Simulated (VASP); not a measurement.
Set up this calculation in VASP 6.6.1, as the native input.

* Task: single point
* Functional: PBE
* Potentials or basis: VASP PAW PBE potentials, release 64 (Be)
* Cutoff: 520 eV
* k mesh: 8 × 6 × 6
* Occupations: gaussian, width 0.1 eV
* Spin: no spin polarisation
* Dipole correction: no
* Further INCAR settings: ALGO = Normal; EDIFF = 1e-06; NBANDS = 9

The structure of Be lies in POSCAR:

```
Be
1.0
    2.2268937279      0.0000000000      0.0320898573
    0.0000000000      2.2821521525      0.0000000000
   -0.0451498463      0.0000000000      3.1179835670
Be
2
Direct
    0.2500072167      0.7500000000      0.7500010403
    0.7499927833      0.2500000000      0.2499989597
```

One way to write it, as run:

INCAR

```
ALGO     = Normal         # electronic algorithm
EDIFF    = 1E-6           # SCF threshold, eV
ENCUT    = 520            # plane-wave cutoff, eV
GGA      = PE             # functional
ISIF     = 2              # what is computed and relaxed
ISMEAR   = 0              # smearing method
LASPH    = T              # aspherical terms in the spheres
LCHARG   = F              # write CHGCAR
LREAL    = F              # projectors in reciprocal space
LWAVE    = F              # write WAVECAR
NBANDS   = 9              # bands
NELM     = 60             # most SCF steps
PREC     = Accurate       # precision mode
SIGMA    = 0.1            # smearing width, eV
```

KPOINTS

```
k-points
0
Gamma
  8 6 6
```

Potentials or basis: VASP PAW PBE potentials, release 64 (Be).

The run is started by

```bash
$ cat potpaw_PBE.64/Be/POTCAR > POTCAR
$ mpirun -np 1 vasp_std > vasp.out
```

It gave:

```json
{
 "Pressure": "0.2 GPa",
 "Band gap on the k mesh": "zero (bands 2 and 3 overlap by 0.98 eV)"
}
```

Caveat: the k points lie up to 0.46 Å⁻¹ apart, too coarse for converged energies and pressures of a metal.

Wall time 5.1 s on 1 thread of AMD EPYC 9R45 96-Core Processor (Zen 5), on a shared host, peak memory 0.09 GiB.
